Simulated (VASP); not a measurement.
Wanted: the native input for a VASP 6.6.1 run.

```
Task                   : single point
Functional             : PBE
Potentials or basis    : VASP PAW PBE potentials, release 64 (As)
Cutoff                 : 520 eV
k mesh                 : 4 × 4 × 2
Occupations            : gaussian, width 0.1 eV
Spin                   : no spin polarisation
Dipole correction      : no
Further INCAR settings : ALGO = Normal; EDIFF = 1e-06; NBANDS = 30
```

The structure of As lies in POSCAR:

```
As
1.0
    5.5667730130      0.0000000000      0.0000000000
    0.0000000000      5.5667730130      0.0000000000
    0.0000000000      0.0000000000     12.6801446413
As
8
Direct
    0.2869497544      0.0000000000      0.0000000000
    0.7130502456      0.0000000000      0.0000000000
    0.0000000000      0.2869497544      0.5000000000
    0.0000000000      0.7130502456      0.5000000000
    0.0000000000      0.0000000000      0.3454406147
    0.0000000000      0.0000000000      0.8454406147
    0.0000000000      0.0000000000      0.6545593853
    0.0000000000      0.0000000000      0.1545593853
```

The cell was generated, and may not be a known phase.

One way to write it, as run:

INCAR

```
PREC = Accurate
ENCUT = 520
EDIFF = 1E-6
ISMEAR = 0
SIGMA = 0.1
LREAL = False
LASPH = True
NELM = 100
ALGO = Normal
ISIF = 2
LWAVE = False
LCHARG = False
GGA = PE
NBANDS = 30
```

KPOINTS

```
regular mesh
0
Gamma
  4 4 2
```

Potentials or basis: VASP PAW PBE potentials, release 64 (As).

Launch:

```console
$ cat potpaw_PBE.64/As/POTCAR > POTCAR
$ mpirun -np 1 vasp_std > vasp.out
```

Results of the run:

```json
{"Pressure": "0.2 GPa", "Largest force": "0.027 eV/Å", "Band gap on the k mesh": "zero (bands 20 and 21 overlap by 0.77 eV)"}
```

Run time: 80 s on 1 thread of Intel(R) Xeon(R) 6975P-C (Granite Rapids), with other jobs on the host, peak memory 0.43 GiB.
